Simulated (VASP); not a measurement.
# TiC (R-3m) in VASP: notebook, part 2 of 2

VASP 6.6.1. Earlier steps stand in the parts before.

## Step 3: Electric field gradients, PBE (equal xy, yz and zx shear strains of +1 %)

Contents of INCAR:

```
SYSTEM = TiC
ALGO = Normal
EDIFF = 1E-8
ENCUT = 520
GGA = PE
ISIF = 2
ISMEAR = -1
LASPH = .True.
LCHARG = .False.
LEFG = .True.
LREAL = .False.
LWAVE = .False.
NBANDS = 15
NELM = 60
PREC = Accurate
SIGMA = 0.03
```

Contents of KPOINTS:

```
k-points
0
Gamma
  16 16 16
  0 0 0
```

Contents of POSCAR:

```
TiC
1.0
    0.0216400000      2.1748200000      2.1748200000
    2.1748200000      0.0216400000      2.1748200000
    2.1748200000      2.1748200000      0.0216400000
Ti C
1 1
Direct
    0.0000000000      0.0000000000      0.0000000000
    0.5000000000      0.5000000000      0.5000000000
```

Potentials or basis: VASP PAW PBE potentials, release 64 (Ti_sv, C).

Command:

```bash
cat potpaw_PBE.64/Ti_sv/POTCAR potpaw_PBE.64/C/POTCAR > POTCAR
mpirun -np 1 vasp_std > vasp.out
```

OUTCAR:

```text
SYSTEM = TiC
   EDIFF = 1E-8
   ENCUT = 520
   GGA = PE
   ISIF = 2
   ISMEAR = -1
   LASPH = .True.
   LREAL = .False.
   NELM = 60
   PREC = Accurate

 ion  position               nearest neighbor table
   1  0.000  0.000  0.000-   2 2.16   2 2.16   2 2.16   2 2.16   2 2.16   2 2.16
   2  0.500  0.500  0.500-   1 2.16   1 2.16   1 2.16   1 2.16   1 2.16   1 2.16

  LATTYP: Found a trigonal (rhomboedric) cell.
 ALAT       =     3.0757360671
 COS(alpha) =     0.5099250056

  Lattice vectors:

 A1 = (   0.0216400000,   2.1748200000,   2.1748200000)
 A2 = (   2.1748200000,   0.0216400000,   2.1748200000)
 A3 = (   2.1748200000,   2.1748200000,   0.0216400000)

Analysis of symmetry for initial positions (statically):
=====================================================================
 Subroutine PRICEL returns:
 Original cell was already a primitive cell.

 Routine SETGRP: Setting up the symmetry group for a
 trigonal (rhombohedral) supercell.

 Subroutine GETGRP returns: Found 12 space group operations
 (whereof 12 operations were pure point group operations)
 out of a pool of 12 trial point group operations.

The static configuration has the point symmetry D_3d.

Analysis of symmetry for dynamics (positions and initial velocities):
=====================================================================
 Subroutine PRICEL returns:
 Original cell was already a primitive cell.

 Routine SETGRP: Setting up the symmetry group for a
 trigonal (rhombohedral) supercell.

 Subroutine GETGRP returns: Found 12 space group operations
 (whereof 12 operations were pure point group operations)
 out of a pool of 12 trial point group operations.

The dynamic configuration has the point symmetry D_3d.

 Subroutine INISYM returns: Found 12 space group operations
 (whereof 12 operations are pure point group operations),
 and found     1 'primitive' translations

----------------------------------------------------------------------------------------

                                     Primitive cell

  volume of cell :      20.2661

  direct lattice vectors                    reciprocal lattice vectors
     0.021640000  2.174820000  2.174820000    -0.233364255  0.231065100  0.231065100
     2.174820000  0.021640000  2.174820000     0.231065100 -0.233364255  0.231065100
     2.174820000  2.174820000  0.021640000     0.231065100  0.231065100 -0.233364255

  length of vectors
     3.075736067  3.075736067  3.075736067     0.401548299  0.401548299  0.401548299

  position of ions in fractional coordinates (direct lattice)
     0.000000000  0.000000000  0.000000000
     0.500000000  0.500000000  0.500000000

  ion indices of the primitive-cell ions
   primitive index   ion index
                 1           1
                 2           2

----------------------------------------------------------------------------------------

 KPOINTS: k-points

Automatic generation of k-mesh.
 Grid dimensions read from file:
 generate k-points for:   16   16   16

 Generating k-lattice:
[... 80 lines left out ...]
   IMIX   =      4    mixing-type and parameters
     AMIX     =   0.40;   BMIX     =  1.00
     AMIX_MAG =   1.60;   BMIX_MAG =  1.00
  volume/ion in A,a.u.               =      10.13        68.38
  Fermi-wavevector in a.u.,A,eV,Ry     =   1.513068  2.859284 31.148827  2.289374
  Thomas-Fermi vector in A             =   2.622908
   LORBIT       =      0    0 simple, 1 ext, 2 COOP (PROOUT), +10 PAW based schemes
   GGA     = PE    functional components
   LHFCALC =     F    Hartree Fock is set to
   AEXX    =    0.0000 exact exchange contribution
   IVDW    =     0    specifies the selected vdW correction
   LEPSILON=     F    determine dielectric tensor
   LRPA    =     F    only Hartree local field effects (RPA)
 non-spin polarized calculation
  energy-cutoff  :      520.00
  volume of cell :       20.27
 maximum number of plane-waves:       556
   NGX = 11   NGY = 11   NGZ = 11

 number of electron      16.0000001 magnetization

 Free energy of the ion-electron system (eV)
  ---------------------------------------------------
  ext. energy  EPLUGINS =         0.00000000
  ---------------------------------------------------
  free energy    TOTEN  =       -18.70571696 eV

  energy without entropy =      -18.70456607  energy(sigma->0) =      -18.70514152

 E-fermi :   9.4384     XC(G=0): -12.7107

 val. band max:        9.4294844615   @ k =   0.3750   0.3125   0.0000
 cond. band min:       9.4468154865   @ k =   0.1250   0.0625   0.0625
 fundamental gap:      0.0173310250
 Fermi energy:         9.4383841953

 k-point     1 :       0.0000    0.0000    0.0000
  band No.  band energies     occupation
      1     -47.1404      2.00000
      2     -23.1704      2.00000
      3     -23.1594      2.00000
      4     -23.1594      2.00000
      5      -2.9675      2.00000
      6      10.0413      0.00000
      7      10.1812      0.00000
      8      10.1812      0.00000
      9      11.0368      0.00000
     10      11.1620      0.00000
     11      11.1620      0.00000
     12      11.1647      0.00000
     13      11.1647      0.00000
     14      19.9608      0.00000
[... 401 lines left out ...]
      2     -23.2080      2.00000
      3     -23.1780      2.00000
      4     -23.1657      2.00000
      5      -2.7315      2.00000
      6       9.2496      1.99631
      7       9.3619      1.85519
      8       9.4653      0.57939
      9      10.2016      0.00000
     10      10.8087      0.00000
     11      11.7101      0.00000
     12      12.3026      0.00000
     13      13.1345      0.00000
     14      20.3700      0.00000
     15      23.5656      0.00000

 [... further k-points ...]

------------------------ aborting loop because EDIFF is reached ----------------------------------------

  FORCE on cell =-STRESS in cart. coord.  units (eV):
  Direction    XX          YY          ZZ          XY          YZ          ZX
  --------------------------------------------------------------------------------------
  -------------------------------------------------------------------------------------
  Total        0.1393664      0.1393664      0.1393664     -0.2050073     -0.2050073     -0.2050073
  in kB       11.0179116     11.0179116     11.0179116    -16.2072972    -16.2072972    -16.2072972
  external PRESSURE =      11.0179116 kB  Pullay stress =       0.0000000 kB

 VOLUME and BASIS-vectors are now :
 -----------------------------------------------------------------------------
  energy-cutoff  :      520.00
  volume of cell :       20.27
      direct lattice vectors                 reciprocal lattice vectors
     0.021640000  2.174820000  2.174820000    -0.233364255  0.231065100  0.231065100
     2.174820000  0.021640000  2.174820000     0.231065100 -0.233364255  0.231065100
     2.174820000  2.174820000  0.021640000     0.231065100  0.231065100 -0.233364255

 POSITION                                       TOTAL-FORCE (eV/Angst)
 -----------------------------------------------------------------------------------
      0.00000      0.00000      0.00000        -0.000000      0.000000     -0.000000
      2.18564      2.18564      2.18564         0.000000     -0.000000      0.000000
 -----------------------------------------------------------------------------------
    total drift:                                0.000000     -0.000000     -0.000000

  FREE ENERGIE OF THE ION-ELECTRON SYSTEM (eV)
  ---------------------------------------------------
  free  energy   TOTEN  =       -18.7057169590 eV

  energy  without entropy=      -18.7045660738  energy(sigma->0) =      -18.70514152

 Electric field gradients (V/A^2)
---------------------------------------------------------------------
 ion       V_xx      V_yy      V_zz      V_xy      V_xz      V_yz
---------------------------------------------------------------------
   1      -0.000     0.000     0.000    -0.261    -0.261    -0.261
   2      -0.000    -0.000     0.000    -0.536    -0.536    -0.536
---------------------------------------------------------------------

 Electric field gradients after diagonalization (V/A^2)
 (convention: |V_zz| > |V_xx| > |V_yy|)
----------------------------------------------------------------------
 ion       V_xx      V_yy      V_zz     asymmetry (V_yy - V_xx)/ V_zz
----------------------------------------------------------------------
   1       0.261     0.261    -0.522       0.000
   2       0.536     0.536    -1.073       0.000
----------------------------------------------------------------------

           NMR quadrupolar parameters

 Cq : quadrupolar parameter    Cq=e*Q*V_zz/h
 eta: asymmetry parameters     (V_yy - V_xx)/ V_zz
 Q  : nuclear electric quadrupole moment in mb (millibarn)
----------------------------------------------------------------------
 ion       Cq(MHz)       eta       Q (mb)
----------------------------------------------------------------------
   1      -0.001       0.000       1.000
   2      -0.003       0.000       1.000
----------------------------------------------------------------------
```

OSZICAR:

```text
N       E                     dE             d eps       ncg     rms          rms(c)
DAV:   1     0.118411339500E+03    0.11841E+03   -0.79686E+03 12546   0.128E+03
DAV:   2    -0.166917151550E+02   -0.13510E+03   -0.12658E+03 13343   0.335E+02
DAV:   3    -0.240659932999E+02   -0.73743E+01   -0.72404E+01 16337   0.772E+01
DAV:   4    -0.243049962910E+02   -0.23900E+00   -0.23878E+00 15485   0.128E+01
DAV:   5    -0.243111886120E+02   -0.61923E-02   -0.61911E-02 16519   0.181E+00    0.183E+01
DAV:   6    -0.193247087602E+02    0.49865E+01   -0.11812E+01 17833   0.563E+01    0.692E+00
DAV:   7    -0.187407732969E+02    0.58394E+00   -0.21470E+00 14661   0.208E+01    0.492E+00
DAV:   8    -0.187174403546E+02    0.23333E-01   -0.10644E-01 14206   0.343E+00    0.342E+00
DAV:   9    -0.187092337090E+02    0.82066E-02   -0.97432E-02 16984   0.432E+00    0.747E-01
DAV:  10    -0.187078859734E+02    0.13477E-02   -0.11716E-02 16761   0.138E+00    0.647E-01
DAV:  11    -0.187058750870E+02    0.20109E-02   -0.28894E-03 14568   0.760E-01    0.188E-01
DAV:  12    -0.187057289956E+02    0.14609E-03   -0.31783E-04 16882   0.241E-01    0.424E-02
DAV:  13    -0.187057169106E+02    0.12085E-04   -0.50427E-05 14407   0.675E-02    0.591E-03
DAV:  14    -0.187057172176E+02   -0.30709E-06   -0.13661E-06 14456   0.110E-02    0.440E-03
DAV:  15    -0.187057170517E+02    0.16600E-06   -0.42223E-07 14722   0.108E-02    0.244E-03
DAV:  16    -0.187057169401E+02    0.11151E-06   -0.70724E-08 14239   0.447E-03    0.613E-04
DAV:  17    -0.187057169529E+02   -0.12790E-07   -0.40749E-09  9131   0.901E-04    0.614E-05
DAV:  18    -0.187057169590E+02   -0.60948E-08   -0.97021E-10  7039   0.349E-04
   1 F= -.18705717E+02 E0= -.18705142E+02  d E =-.115089E-02
```

stdout:

```text
POSCAR found type information on POSCAR TiC
 POSCAR found :  2 types and       2 ions
 scaLAPACK will be used
 LDA part: xc-table for (Slater+PW92), standard interpolation
 POSCAR, INCAR and KPOINTS ok, starting setup
 FFT: planning ... GRIDC
 FFT: planning ... GRID_SOFT
 FFT: planning ... GRID
 WAVECAR not read
 entering main loop
ion   1

ion   2
```

It took 75 s on 1 thread of Intel Xeon Platinum 8488C (Sapphire Rapids), shared host; peak memory 0.24 GiB.

What came out:

```
Free energy            : -18.7057 eV
Pressure               : 1.1 GPa
Band gap on the k mesh : zero (band 8 reaches 10.18 eV, above the bottom of band 9 at 9.09 eV)
```

Stress tensor (GPa, compression positive):
```
 1.10 -1.62 -1.62
-1.62  1.10 -1.62
-1.62 -1.62  1.10
```

Levels at points of the mesh, in eV from the Fermi level:
| k point | band 6 | band 7 | band 8 | band 9 | band 10 | band 11 |
| --- | --- | --- | --- | --- | --- | --- |
| (0.00, 0.00, 0.00) | 0.60 | 0.74 | 0.74 | 1.60 | 1.72 | 1.72 |
| (0.50, 0.00, 0.00) | -5.84 | -2.99 | -2.86 | 2.88 | 2.99 | 4.14 |
| (0.50, 0.50, 0.00) | -3.43 | -1.62 | -0.10 | 0.04 | 2.72 | 3.53 |
| (0.50, 0.50, 0.50) | -5.85 | -2.81 | -2.81 | 2.89 | 2.89 | 4.05 |

Electric field gradients, principal values (V/Å²):
```csv
atom,least,middle,greatest (by size)
1 Ti,0.261,0.261,-0.522
2 C,0.536,0.536,-1.073
```

Caveat: the cell differs from its parent crystal (equal xy, yz and zx shear strains of +1 %); without QUAD_EFG the Cq values of the log hold for a quadrupole moment of 1 mb, not for the nuclei.

## Step 4: Electric field gradients, PBE (equal xy, yz and zx shear strains of +3 %)

Contents of INCAR:

```
SYSTEM = TiC
ALGO = Normal ; EDIFF = 1E-8
ENCUT = 520 ; GGA = PE
ISIF = 2 ; ISMEAR = -1
LASPH = .TRUE. ; LCHARG = .FALSE.
LEFG = .TRUE. ; LREAL = .FALSE.
LWAVE = .FALSE. ; NBANDS = 15
NELM = 80 ; PREC = Accurate
SIGMA = 0.03
```

Contents of KPOINTS:

```
k-points
0
G
  16 16 16
  0 0 0
```

Contents of POSCAR:

```
TiC
1.0
    0.0649200000      2.1964600000      2.1964600000
    2.1964600000      0.0649200000      2.1964600000
    2.1964600000      2.1964600000      0.0649200000
Ti C
1 1
Direct
    0.0000000000      0.0000000000      0.0000000000
    0.5000000000      0.5000000000      0.5000000000
```

Potentials or basis: VASP PAW PBE potentials, release 64 (Ti_sv, C).

Command:

```bash
cat potpaw_PBE.64/Ti_sv/POTCAR potpaw_PBE.64/C/POTCAR > POTCAR
mpirun -np 1 vasp_std > vasp.out
```

OUTCAR:

```text
SYSTEM = TiC
   EDIFF = 1E-8
   ENCUT = 520
   GGA = PE
   ISIF = 2
   ISMEAR = -1
   LASPH = .TRUE.
   LREAL = .FALSE.
   NELM = 80
   PREC = Accurate

 ion  position               nearest neighbor table
   1  0.000  0.000  0.000-   2 2.16   2 2.16   2 2.16   2 2.16   2 2.16   2 2.16
   2  0.500  0.500  0.500-   1 2.16   1 2.16   1 2.16   1 2.16   1 2.16   1 2.16

  LATTYP: Found a trigonal (rhomboedric) cell.
 ALAT       =     3.1069418517
 COS(alpha) =     0.5293254421

  Lattice vectors:

 A1 = (   0.0649200000,   2.1964600000,   2.1964600000)
[... 645 lines left out ...]
  free  energy   TOTEN  =       -18.6801782276 eV

  energy  without entropy=      -18.6795215658  energy(sigma->0) =      -18.67984990

 Electric field gradients (V/A^2)
---------------------------------------------------------------------
 ion       V_xx      V_yy      V_zz      V_xy      V_xz      V_yz
---------------------------------------------------------------------
   1      -0.000    -0.000    -0.000    -0.282    -0.282    -0.282
   2      -0.000    -0.000    -0.000    -1.271    -1.271    -1.271
---------------------------------------------------------------------

 Electric field gradients after diagonalization (V/A^2)
 (convention: |V_zz| > |V_xx| > |V_yy|)
----------------------------------------------------------------------
 ion       V_xx      V_yy      V_zz     asymmetry (V_yy - V_xx)/ V_zz
----------------------------------------------------------------------
   1       0.282     0.282    -0.564       0.000
   2       1.271     1.271    -2.542       0.000
----------------------------------------------------------------------

           NMR quadrupolar parameters

 Cq : quadrupolar parameter    Cq=e*Q*V_zz/h
 eta: asymmetry parameters     (V_yy - V_xx)/ V_zz
 Q  : nuclear electric quadrupole moment in mb (millibarn)
----------------------------------------------------------------------
 ion       Cq(MHz)       eta       Q (mb)
----------------------------------------------------------------------
   1      -0.001       0.000       1.000
   2      -0.006       0.000       1.000
----------------------------------------------------------------------
```

Run time: 68 s. Hardware: 1 thread of Intel Xeon Platinum 8488C (Sapphire Rapids), shared host; peak memory 0.24 GiB.

Results:

| Property | Result |
| --- | --- |
| Free energy | -18.6802 eV |
| Pressure | 1.3 GPa |
| Band gap on the k mesh | zero (band 8 reaches 10.27 eV, above the bottom of band 9 at 9.20 eV) |

Electric field gradients, principal values (V/Å²):
```
atom  least  middle  greatest (by size)
1 Ti  0.282   0.282              -0.564
 2 C  1.271   1.271              -2.542
```

Caveat: the cell differs from its parent crystal (equal xy, yz and zx shear strains of +3 %); without QUAD_EFG the Cq values of the log hold for a quadrupole moment of 1 mb, not for the nuclei.

## Step 5: The runs side by side

```csv
cell,gap on the mesh (eV),pressure (GPa)
"a = 3.030 Å, angles 61.3°, 2 atoms",none,1.2
"a = 3.076 Å, angles 59.3°, 2 atoms",none,1.1
"a = 3.107 Å, angles 58.0°, 2 atoms",none,1.3
```

Alike in all rows: task electric field gradients; level PBE; potentials or basis VASP PAW PBE potentials, release 64 (Ti_sv, C); no spin polarisation; k mesh 16 × 16 × 16; cutoff (eV) 520; smearing fermi-dirac 0.03 eV.

Total energies depend on the potentials used, so only differences within one code and one set of settings carry meaning.
